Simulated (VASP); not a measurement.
# Cs3CdBr5 (I4/mcm) in VASP: single point with PBE+D3(BJ)

Aim: the single point of Cs3CdBr5 with PBE+D3(BJ).

All numbers are computed with VASP 6.6.1; they aren't measurements. Logs are shortened: lines on timing, memory, paths and dates and some standing lists are left out, and cuts for length are marked.

## (1) The cell of the first run

The structure is tetragonal, space group I4/mcm (No. 140). The conventional cell has a = 9.575 Å, b = 9.575 Å, c = 15.856 Å, α = 90.00°, β = 90.00°, γ = 90.00°. Within 4.6 Å of Cs (site symmetry m2m) lie 8 Br at 3.52 to 3.81 Å and 1 Cs at 4.22 Å and 2 Cd at 4.49 Å. Cs (site symmetry 422) has 10 Br at 3.95 to 3.96 Å and 4 Cd at 4.79 Å within 5.2 Å. Within 3.4 Å of Cd (site symmetry -42m) lie 4 Br at 2.60 Å. Within 3.4 Å of Br (site symmetry m) lie 1 Cd at 2.60 Å. Within 4.8 Å of Br (site symmetry 4/m) lie 6 Cs at 3.62 to 3.96 Å and 8 Br at 4.35 Å.

## (2) Single point, PBE+D3(BJ)

The input, INCAR:

```
PREC     = Accurate       # precision mode
ENCUT    = 520            # plane-wave cutoff, eV
EDIFF    = 1E-6           # SCF threshold, eV
ISMEAR   = 0              # smearing method
SIGMA    = 0.02           # smearing width, eV
LREAL    = Auto         
LASPH    = True           # aspherical terms in the spheres
NELM     = 100            # most SCF steps
ALGO     = Normal         # electronic algorithm
ISIF     = 2              # what is computed and relaxed
LWAVE    = False          # write WAVECAR
LCHARG   = False          # write CHGCAR
GGA      = PE             # functional
IVDW     = 12             # dispersion correction
NBANDS   = 89             # bands
```

The input, KPOINTS:

```
regular mesh
0
Gamma
  4 4 4
```

The input, POSCAR:

```
Cs3CdBr5
1.0
   -4.7874614422      4.7874614422      7.9279323923
    4.7874614422     -4.7874614422      7.9279323923
    4.7874614422      4.7874614422     -7.9279323923
Cs Cd Br
6 2 10
Direct
    0.1559515093      0.6559515093      0.8119030186
    0.8440484907      0.3440484907      0.1880969814
    0.6559515093      0.8440484907      0.5000000000
    0.3440484907      0.1559515093      0.5000000000
    0.7500000000      0.7500000000      0.0000000000
    0.2500000000      0.2500000000      0.0000000000
    0.2500000000      0.7500000000      0.5000000000
    0.7500000000      0.2500000000      0.5000000000
    0.8044646559      0.3044646559      0.8069251267
    0.4975395293      0.9975395293      0.1930748733
    0.3044646559      0.4975395293      0.5000000000
    0.9975395293      0.8044646559      0.5000000000
    0.1955353441      0.6955353441      0.1930748733
    0.5024604707      0.0024604707      0.8069251267
    0.6955353441      0.5024604707      0.5000000000
    0.0024604707      0.1955353441      0.5000000000
    0.0000000000      0.0000000000      0.0000000000
    0.5000000000      0.5000000000      0.0000000000
```

Potentials or basis: VASP PAW PBE potentials, release 64 (Cs_sv, Cd, Br).

Command:

```sh
$ cat potpaw_PBE.64/Cs_sv/POTCAR potpaw_PBE.64/Cd/POTCAR potpaw_PBE.64/Br/POTCAR > POTCAR
$ mpirun -np 1 vasp_std > vasp.out
```

OUTCAR:

```text
PREC = Accurate
   ENCUT = 520
   EDIFF = 1E-6
   ISMEAR = 0
   LREAL = Auto
   LASPH = True
   NELM = 100
   ISIF = 2
   GGA = PE
   IVDW = 12
 IVDW          = 12

 ion  position               nearest neighbor table
   1  0.156  0.656  0.812-
   2  0.844  0.344  0.188-
   3  0.656  0.844  0.500-
   4  0.344  0.156  0.500-
   5  0.750  0.750  0.000-
   6  0.250  0.250  0.000-
   7  0.250  0.750  0.500-  11 2.60  12 2.60  14 2.60  13 2.60
   8  0.750  0.250  0.500-  15 2.60  16 2.60  10 2.60   9 2.60
   9  0.804  0.304  0.807-   8 2.60
  10  0.498  0.998  0.193-   8 2.60
  11  0.304  0.498  0.500-   7 2.60
  12  0.998  0.804  0.500-   7 2.60
  13  0.196  0.696  0.193-   7 2.60
  14  0.502  0.002  0.807-   7 2.60
  15  0.696  0.502  0.500-   8 2.60
  16  0.002  0.196  0.500-   8 2.60
  17  0.000  0.000  0.000-
  18  0.500  0.500  0.000-

  LATTYP: Found a body centered tetragonal cell.
 ALAT       =     9.5749228844
 C/A-ratio  =     1.6559783276

  Lattice vectors:

 A1 = (  -4.7874614422,   4.7874614422,   7.9279323923)
 A2 = (   4.7874614422,  -4.7874614422,   7.9279323923)
 A3 = (   4.7874614422,   4.7874614422,  -7.9279323923)

Analysis of symmetry for initial positions (statically):
=====================================================================
 Subroutine PRICEL returns:
 Original cell was already a primitive cell.

 Routine SETGRP: Setting up the symmetry group for a
 body centered tetragonal supercell.

 Subroutine GETGRP returns: Found 16 space group operations
 (whereof  8 operations were pure point group operations)
 out of a pool of 16 trial point group operations.

The static configuration has the point symmetry C_4h.
 The point group associated with its full space group is D_4h.

Analysis of symmetry for dynamics (positions and initial velocities):
=====================================================================
 Subroutine PRICEL returns:
 Original cell was already a primitive cell.

 Routine SETGRP: Setting up the symmetry group for a
 body centered tetragonal supercell.

 Subroutine GETGRP returns: Found 16 space group operations
 (whereof  8 operations were pure point group operations)
 out of a pool of 16 trial point group operations.

The dynamic configuration has the point symmetry C_4h.
 The point group associated with its full space group is D_4h.

 Subroutine INISYM returns: Found 16 space group operations
 (whereof  8 operations are pure point group operations),
 and found     1 'primitive' translations

----------------------------------------------------------------------------------------

                                     Primitive cell

  volume of cell :     726.8261

  direct lattice vectors                    reciprocal lattice vectors
    -4.787461442  4.787461442  7.927932392     0.000000000  0.104439483  0.063068146
     4.787461442 -4.787461442  7.927932392     0.104439483  0.000000000  0.063068146
     4.787461442  4.787461442 -7.927932392     0.104439483  0.104439483  0.000000000

  length of vectors
    10.425530497 10.425530497 10.425530497     0.122004905  0.122004905  0.147699734

  position of ions in fractional coordinates (direct lattice)
     0.155951509  0.655951509  0.811903019
     0.844048491  0.344048491  0.188096981
     0.655951509  0.844048491  0.500000000
     0.344048491  0.155951509  0.500000000
     0.750000000  0.750000000  0.000000000
     0.250000000  0.250000000  0.000000000
[... 10 lines left out ...]
     0.000000000  0.000000000  0.000000000
     0.500000000  0.500000000  0.000000000

  ion indices of the primitive-cell ions
   primitive index   ion index
                 1           1
                 2           2
                 3           3
                 4           4
                 5           5
                 6           6
[... 10 lines left out ...]
                17          17
                18          18

----------------------------------------------------------------------------------------

 KPOINTS: regular mesh

Automatic generation of k-mesh.
 Grid dimensions read from file:
 generate k-points for:    4    4    4

 Generating k-lattice:

  Cartesian coordinates                     Fractional coordinates (reciprocal lattice)
     0.000000000  0.026109871  0.015767037     0.250000000  0.000000000  0.000000000
     0.026109871  0.000000000  0.015767037     0.000000000  0.250000000  0.000000000
     0.026109871  0.026109871  0.000000000     0.000000000  0.000000000  0.250000000

  Length of vectors
     0.030501226  0.030501226  0.036924933

  Shift w.r.t. Gamma in fractional coordinates (k-lattice)
     0.000000000  0.000000000  0.000000000

 Subroutine IBZKPT returns following result:
 ===========================================

 Found     13 irreducible k-points:

 Following reciprocal coordinates:
            Coordinates               Weight
  0.000000  0.000000  0.000000      1.000000
  0.250000 -0.000000  0.000000      8.000000
  0.500000 -0.000000  0.000000      4.000000
  0.250000  0.250000  0.000000      8.000000
  0.500000  0.250000  0.000000     16.000000
 -0.250000  0.250000  0.000000      4.000000
  0.500000  0.500000  0.000000      2.000000
  0.250000  0.250000  0.250000      2.000000
 -0.250000  0.250000  0.250000      4.000000
  0.500000  0.500000  0.250000      4.000000
 -0.250000  0.500000  0.250000      8.000000
 -0.250000 -0.250000  0.250000      2.000000
  0.500000  0.500000  0.500000      1.000000
   k-points           NKPTS =     13   k-points in BZ     NKDIM =     13   number of bands    NBANDS=     89
   number of dos      NEDOS =    301   number of ions     NIONS =     18
   total plane-waves  NPLWV = 512000
   dimension x,y,z NGX =    80 NGY =   80 NGZ =   80
   dimension x,y,z NGXF=   160 NGYF=  160 NGZF=  160
   ions per type =               6   2  10
   NGX,Y,Z   is equivalent  to a cutoff of  12.76, 12.76, 12.76 a.u.
   NGXF,Y,Z  is equivalent  to a cutoff of  25.51, 25.51, 25.51 a.u.
 SYSTEM =  unknown system
   PREC   = accura    normal or accurate (medium, high low for compatibility)
   ISTART =      0    job   : 0-new  1-cont  2-samecut
   ICHARG =      2    charge: 1-file 2-atom 10-const
   ISPIN  =      1    spin polarized calculation?
   LNONCOLLINEAR =      F non collinear calculations
   LSORBIT =      F    spin-orbit coupling
   LASPH  =      T    aspherical Exc in radial PAW
   ENCUT  =  520.0 eV  38.22 Ry    6.18 a.u.  19.38 19.38 19.38*2*pi/ulx,y,z
   NELM   =    100;   NELMIN=  2; NELMDL= -5     # of ELM steps
   EDIFF  = 0.1E-05   stopping-criterion for ELM
   LREAL  =      T    real-space projection
   EDIFFG = 0.1E-04   stopping-criterion for IOM
   NSW    =      0    number of steps for IOM
   IBRION =     -1    ionic relax: 0-MD 1-quasi-New 2-CG
   NFREE  =      0    steps in history (QN), initial steepest desc. (CG)
   ISIF   =      2    stress and relaxation
   ISYM   =      2    0-nonsym 1-usesym 2-fastsym
   POTIM  = 0.5000    time-step for ionic-motion
   TEBEG  =    0.0;   TEEND  =   0.0 temperature during run
   PSTRESS=    0.0 pullay stress
   NELECT =     148.0000    total number of electrons
   NUPDOWN=      -1.0000    fix difference up-down
   EMIN   =  10.00;   EMAX   =-10.00  energy-range for DOS
   EFERMI =   0.00;   METHOD = LEGACY
   ISMEAR =     0;   SIGMA  =   0.02  broadening in eV -4-tet -1-fermi 0-gaus
   EFERMI_NEDOS =   21; number of points for ismear=-14 and -15
   IALGO  =     38    algorithm
   IMIX   =      4    mixing-type and parameters
     AMIX     =   0.40;   BMIX     =  1.00
     AMIX_MAG =   1.60;   BMIX_MAG =  1.00
  volume/ion in A,a.u.               =      40.38       272.49
  Fermi-wavevector in a.u.,A,eV,Ry     =   0.963131  1.820053 12.621047  0.927621
  Thomas-Fermi vector in A             =   2.092650
   LORBIT       =      0    0 simple, 1 ext, 2 COOP (PROOUT), +10 PAW based schemes
   GGA     = PE    functional components
   LHFCALC =     F    Hartree Fock is set to
   AEXX    =    0.0000 exact exchange contribution
   IVDW    =    12    specifies the selected vdW correction
   LEPSILON=     F    determine dielectric tensor
   LRPA    =     F    only Hartree local field effects (RPA)
 non-spin polarized calculation
 Gauss-broadening in eV      SIGMA  =   0.02
  energy-cutoff  :      520.00
  volume of cell :      726.83
 maximum number of plane-waves:     19613
 NGX is ok and might be reduce to    80
   NGX = 39   NGY = 39   NGZ = 39

 number of electron     147.9999989 magnetization

 Free energy of the ion-electron system (eV)
  ---------------------------------------------------
  ext. energy  EPLUGINS =         0.00000000
  ---------------------------------------------------
  free energy    TOTEN  =       -50.32400107 eV

  energy without entropy =      -50.32400107  energy(sigma->0) =      -50.32400107

 E-fermi :  -0.4751     XC(G=0):  -7.6646

 val. band max:       -0.6003604676   @ k =   0.5000   0.5000   0.5000
 cond. band min:       2.4967964859   @ k =   0.0000   0.0000   0.0000
 fundamental gap:      3.0971569535
 Fermi energy:        -0.4751181198

 k-point     1 :       0.0000    0.0000    0.0000
  band No.  band energies     occupation
      1     -20.5628      2.00000
      2     -20.5617      2.00000
      3     -20.4535      2.00000
      4     -20.4379      2.00000
      5     -20.4167      2.00000
      6     -20.4167      2.00000
[... 78 lines left out ...]
     85       5.6901      0.00000
     86       5.7364      0.00000

 k-point     2 :       0.2500   -0.0000    0.0000
  band No.  band energies     occupation
      1     -20.5626      2.00000
      2     -20.5618      2.00000
      3     -20.4514      2.00000
      4     -20.4404      2.00000
      5     -20.4166      2.00000
      6     -20.4165      2.00000
[... 968 lines left out ...]
     85       5.5016      0.00000
     86       5.6319      0.00000

 k-point    13 :       0.5000    0.5000    0.5000
  band No.  band energies     occupation
      1     -20.5624      2.00000
      2     -20.5618      2.00000
      3     -20.4537      2.00000
      4     -20.4379      2.00000
      5     -20.4167      2.00000
      6     -20.4167      2.00000
[... 78 lines left out ...]
     85       5.3470      0.00000
     86       5.7482      0.00000
 [bands above 86 left out]

------------------------ aborting loop because EDIFF is reached ----------------------------------------

 Edisp (eV)   -3.77061

 E8    (eV) :    -1.8226

  FORCE on cell =-STRESS in cart. coord.  units (eV):
  Direction    XX          YY          ZZ          XY          YZ          ZX
  --------------------------------------------------------------------------------------
  -------------------------------------------------------------------------------------
  Total       0.28929     0.28929     0.50898     0.00000     0.00000     0.00000
  in kB       0.63769     0.63769     1.12196     0.00000     0.00000     0.00000
  external pressure =        0.80 kB  Pullay stress =        0.00 kB

 VOLUME and BASIS-vectors are now :
 -----------------------------------------------------------------------------
  energy-cutoff  :      520.00
  volume of cell :      726.83
      direct lattice vectors                 reciprocal lattice vectors
    -4.787461442  4.787461442  7.927932392     0.000000000  0.104439483  0.063068146
     4.787461442 -4.787461442  7.927932392     0.104439483  0.000000000  0.063068146
     4.787461442  4.787461442 -7.927932392     0.104439483  0.104439483  0.000000000

 POSITION                                       TOTAL-FORCE (eV/Angst)
 -----------------------------------------------------------------------------------
      6.28069      1.49322      0.00000        -0.006220     -0.006220     -0.000000
     -1.49322      3.29424      7.92793         0.006220      0.006220     -0.000000
      3.29424      1.49322      7.92793         0.006220     -0.006220     -0.000000
      1.49322      3.29424      0.00000        -0.006220      0.006220     -0.000000
      0.00000      0.00000     11.89190         0.000000     -0.000000     -0.000000
      0.00000      0.00000      3.96397         0.000000     -0.000000     -0.000000
[... 10 lines left out ...]
      0.00000      0.00000      0.00000         0.000000     -0.000000     -0.000000
      0.00000      0.00000      7.92793         0.000000     -0.000000     -0.000000
 -----------------------------------------------------------------------------------
    total drift:                                0.000000     -0.000000      0.000000

  FREE ENERGIE OF THE ION-ELECTRON SYSTEM (eV)
  ---------------------------------------------------
  free  energy   TOTEN  =       -54.0946120106 eV

  energy  without entropy=      -54.0946120106  energy(sigma->0) =      -54.09461201
```

Run time: 26 min. Hardware: 1 thread of Intel Xeon 6975P-C (Granite Rapids), shared host; peak memory 1.2 GiB.

Results:

```
Free energy                : -54.0946 eV
Pressure                   : 0.1 GPa
Largest force              : 0.034 eV/Å
Band gap on the k mesh     : 3.10 eV, indirect (least direct gap 3.12 eV)
Dispersion energy per atom : -0.209 eV
```

Forces in eV/Å, atoms in the order of the input:
```
Cs  -0.006 -0.006  0.000
Cs   0.006  0.006  0.000
Cs   0.006 -0.006  0.000
Cs  -0.006  0.006  0.000
Cs   0.000  0.000  0.000
Cs   0.000  0.000  0.000
Cd   0.000  0.000  0.000
Cd   0.000  0.000  0.000
Br   0.019  0.019 -0.020
Br  -0.019 -0.019 -0.020
Br  -0.019  0.019 -0.020
Br   0.019 -0.019 -0.020
Br  -0.019 -0.019  0.020
Br   0.019  0.019  0.020
Br   0.019 -0.019  0.020
Br  -0.019  0.019  0.020
Br   0.000  0.000  0.000
Br   0.000  0.000  0.000
```

Levels at points of the mesh, in eV from the valence-band top:
| k point | band 70 | band 71 | band 72 | band 73 | band 74 | band 75 | band 76 | band 77 | band 78 | band 79 |
| --- | --- | --- | --- | --- | --- | --- | --- | --- | --- | --- |
| (0.00, 0.00, 0.00) | -0.28 | -0.15 | -0.07 | -0.02 | -0.02 | 3.10 | 3.93 | 5.49 | 5.51 | 5.51 |
| (0.50, 0.00, 0.00) | -0.16 | -0.15 | -0.15 | -0.12 | -0.12 | 3.72 | 3.72 | 5.30 | 5.30 | 5.39 |
| (0.50, 0.50, 0.00) | -0.26 | -0.16 | -0.09 | -0.03 | -0.01 | 3.70 | 3.74 | 5.09 | 5.28 | 5.59 |
| (0.50, 0.50, 0.50) | -0.22 | -0.22 | -0.05 | -0.05 | 0.00 | 3.72 | 3.89 | 4.88 | 5.50 | 5.50 |

Caveat: spin-orbit coupling is left out, which moves the levels of the heavy elements.
